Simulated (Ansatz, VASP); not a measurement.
# Te in VASP and in Ansatz

```xyz
1
Lattice="2.2139 1.2782 1.8236 -2.2139 1.2782 1.8236 0.0000 -2.5563 1.8236" Properties=species:S:1:pos:R:3 pbc="T T T"
Te    0.0000    0.0000    2.7354
```

Alike in both runs: task single point; functional PBE; k mesh 15 × 15 × 15; occupations gaussian, width 0.15 eV; no spin polarisation.

|  | VASP | Ansatz |
| --- | --- | --- |
| version | VASP 6.6.1 | Ansatz 0.2.0 |
| potentials or method | VASP PAW PBE potentials, release 64 (Te), cutoff 520 eV | scalar-relativistic, plane waves, PAW |
| valence electrons in the cell | 6 | 16 |

```csv
,VASP,Ansatz,Ansatz less VASP
gap on the k mesh at the Fermi level (eV),none,none,-
pressure (GPa),3.2,3.2,+0.03
```

A gap of «none» marks a metal or a gap that the smearing closes. VASP's potentials hold 6 valence electrons a cell and Ansatz's 16, so a difference there can come from the potentials and not from the codes.

Neither program's run includes spin-orbit coupling.
